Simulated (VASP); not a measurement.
# BN (F-43m) in VASP: notebook, part 3 of 3

VASP 6.6.1. The steps go on from the part before.

### 5 Relaxation of cell and atoms, RPBE+D3(BJ)

INCAR reads:

```
PREC = Accurate
ENCUT = 600
EDIFF = 1E-6
ISMEAR = -1
SIGMA = 0.05
LREAL = False
LASPH = True
NELM = 80
ALGO = Normal
ISIF = 3
LWAVE = False
LCHARG = False
GGA = RP
IVDW = 12
IBRION = 2
NSW = 80
EDIFFG = -0.02
```

KPOINTS reads:

```
Automatic mesh
0
Gamma
  13 13 13
```

POSCAR reads:

```
BN
1.0
    0.0000000000      1.8130010000      1.8130010000
    1.8130010000      0.0000000000      1.8130010000
    1.8130010000      1.8130010000      0.0000000000
N B
1 1
Direct
    0.2500000000      0.2500000000      0.2500000000
    0.0000000000      0.0000000000      0.0000000000
```

Potentials or basis: VASP PAW PBE potentials, release 64 (N, B).

The run is started by

```
cat potpaw_PBE.64/N/POTCAR potpaw_PBE.64/B/POTCAR > POTCAR
mpirun -np 1 vasp_std > vasp.out
```

OUTCAR:

```text
PREC = Accurate
   ENCUT = 600
   EDIFF = 1E-6
   ISMEAR = -1
   LREAL = False
   LASPH = True
   NELM = 80
   ISIF = 3
   GGA = RP
   IVDW = 12
   IBRION = 2
   NSW = 80
   EDIFFG = -0.02
 IVDW          = 12

 ion  position               nearest neighbor table
   1  0.250  0.250  0.250-   2 1.57   2 1.57   2 1.57   2 1.57
   2  0.000  0.000  0.000-   1 1.57   1 1.57   1 1.57   1 1.57

  LATTYP: Found a face centered cubic cell.
 ALAT       =     3.6260020000

  Lattice vectors:

 A1 = (   0.0000000000,   1.8130010000,   1.8130010000)
 A2 = (   1.8130010000,   0.0000000000,   1.8130010000)
 A3 = (   1.8130010000,   1.8130010000,   0.0000000000)

Analysis of symmetry for initial positions (statically):
=====================================================================
 Subroutine PRICEL returns:
 Original cell was already a primitive cell.

 Routine SETGRP: Setting up the symmetry group for a
 face centered cubic supercell.

 Subroutine GETGRP returns: Found 24 space group operations
 (whereof 24 operations were pure point group operations)
 out of a pool of 48 trial point group operations.

The static configuration has the point symmetry T_d .

Analysis of symmetry for dynamics (positions and initial velocities):
=====================================================================
 Subroutine PRICEL returns:
 Original cell was already a primitive cell.
[... 147 lines left out ...]

 number of electron       7.9999999 magnetization

 Free energy of the ion-electron system (eV)
  ---------------------------------------------------
  ext. energy  EPLUGINS =         0.00000000
  ---------------------------------------------------
  free energy    TOTEN  =       -16.62677404 eV

  energy without entropy =      -16.62677404  energy(sigma->0) =      -16.62677404

------------------------ aborting loop because EDIFF is reached ----------------------------------------

 Edisp (eV)   -1.29268

 E8    (eV) :    -0.5849
[... 71 lines left out ...]
--------------------------------------- Ionic step        3  -------------------------------------------

 number of electron       7.9999998 magnetization

 Free energy of the ion-electron system (eV)
  ---------------------------------------------------
  ext. energy  EPLUGINS =         0.00000000
  ---------------------------------------------------
  free energy    TOTEN  =       -16.59007731 eV

  energy without entropy =      -16.59007731  energy(sigma->0) =      -16.59007731

 E-fermi :   8.8811     XC(G=0): -12.8776

 val. band max:        7.8844812990   @ k =   0.0000   0.0000   0.0000
 cond. band min:      12.4770111262   @ k =   0.4615   0.4615   0.0000
 fundamental gap:      4.5925298273
 Fermi energy:         8.8810607056

 k-point     1 :       0.0000    0.0000    0.0000
  band No.  band energies     occupation
      1     -12.7535      2.00000
      2       7.8845      2.00000
      3       7.8845      2.00000
      4       7.8845      2.00000
      5      16.8992      0.00000
      6      16.8992      0.00000
      7      16.8992      0.00000
      8      18.7110      0.00000
[... 243 lines left out ...]
 k-point    24 :       0.4615    0.1538    0.0000
  band No.  band energies     occupation
      1      -8.6665      2.00000
      2      -1.6219      2.00000
      3       4.5374      2.00000
      4       4.9698      2.00000
      5      16.9677      0.00000
      6      20.3939      0.00000
      7      20.6977      0.00000
      8      22.9737      0.00000

 [... further k-points ...]

------------------------ aborting loop because EDIFF is reached ----------------------------------------

 Edisp (eV)   -1.35028

 E8    (eV) :    -0.6120
[... 25 lines left out ...]
  FREE ENERGIE OF THE ION-ELECTRON SYSTEM (eV)
  ---------------------------------------------------
  free  energy   TOTEN  =       -17.9403578957 eV

  energy  without entropy=      -17.9403578957  energy(sigma->0) =      -17.94035790

 reached required accuracy - stopping structural energy minimisation
```

OSZICAR:

```text
N       E                     dE             d eps       ncg     rms          rms(c)
DAV:   1     0.142984332995E+02    0.14298E+02   -0.55720E+03  1384   0.110E+03
DAV:   2    -0.172646924980E+02   -0.31563E+02   -0.30762E+02  1888   0.202E+02
DAV:   3    -0.175184827081E+02   -0.25379E+00   -0.25379E+00  1608   0.209E+01
[... 22 lines left out ...]
DAV:   3    -0.165903979919E+02    0.11272E-02   -0.34564E-03  1568   0.584E-01    0.125E-01
DAV:   4    -0.165900841568E+02    0.31384E-03   -0.42236E-04  1552   0.200E-01    0.349E-02
DAV:   5    -0.165900783199E+02    0.58370E-05   -0.17059E-05  1664   0.373E-02    0.215E-02
DAV:   6    -0.165900771665E+02    0.11533E-05   -0.98473E-07  1016   0.136E-02    0.154E-03
DAV:   7    -0.165900773109E+02   -0.14433E-06   -0.53437E-08   672   0.252E-03
   3 F= -.17940358E+02 E0= -.17940358E+02  d E =-.208997E-01
```

Wall time 12 s (1 thread of Intel Xeon 6975P-C, shared host); peak memory 0.14 GiB.

What came out:

```yaml
Free_energy: -17.9404 eV
Relaxed_volume: 5.73 Å³/atom
Relaxed_cell: a = 2.531 Å, b = 2.531 Å, c = 2.531 Å, α = 60.00°, β = 60.00°, γ = 60.00°
Space_group_after_relaxing_to_0.05_Å: F-43m (No. 216)
Energy_gained_by_relaxing: 10.4 meV/atom
Ionic_steps: 3
Pressure_after_relaxing: -0.1 GPa
Band_gap_on_the_k_mesh: 4.59 eV, indirect (least direct gap 9.01 eV)
Dispersion_energy_per_atom: -0.675 eV
```

Step by step:
```csv
step,energy change (eV),largest force (eV/Å),pressure (GPa),volume (Å³)
1,0.0000,0.0000,-14.31,11.92
2,0.0015,0.0000,16.76,11.02
3,-0.0209,0.0000,-0.09,11.47
```

Final structure:
```
N B
1.0
     0.00000    1.78986    1.78986
     1.78986    0.00000    1.78986
     1.78986    1.78986    0.00000
N B
1 1
Direct
  0.25000 0.25000 0.25000
  0.00000 0.00000 0.00000
```

Levels at points of the mesh, in eV from the valence-band top:
| k point | band 1 | band 2 | band 3 | band 4 | band 5 | band 6 | band 7 | band 8 |
| --- | --- | --- | --- | --- | --- | --- | --- | --- |
| (0.00, 0.00, 0.00) | -20.64 | 0.00 | 0.00 | 0.00 | 9.01 | 9.01 | 9.01 | 10.83 |

Caveat: the PAW data sets were made with another functional, which shifts forces and pressure a little. A k mesh can miss the band edges.

### 6 The runs side by side

```tsv
task	level	cell	k mesh	cutoff (eV)	smearing	gap on the mesh (eV)	pressure (GPa)
single point	PBE	a = 2.564 Å, angles 60.0°, 2 atoms	8 × 8 × 8	520	fermi-dirac 0.04 eV	4.45	-0.2
single point	RPBE+D3(BJ)	a = 2.531 Å, angles 60.0°, 2 atoms	13 × 13 × 13	520	fermi-dirac 0.05 eV	4.59	0.3
single point	BLYP+D4	a = 2.553 Å, angles 60.0°, 2 atoms	13 × 13 × 13	520	fermi-dirac 0.05 eV	4.96	-0.2
relaxation of cell and atoms	RPBE+D3(BJ)	relaxed from a = 2.564 Å, angles 60.0°, 2 atoms	13 × 13 × 13	600	fermi-dirac 0.05 eV	4.59	-0.1
```

Alike in all rows: potentials or basis VASP PAW PBE potentials, release 64 (N, B); no spin polarisation.

Caveats: the PAW data sets were made with another functional, which shifts forces and pressure a little (some runs).

Absolute energies hang on the potentials; compare differences alone.
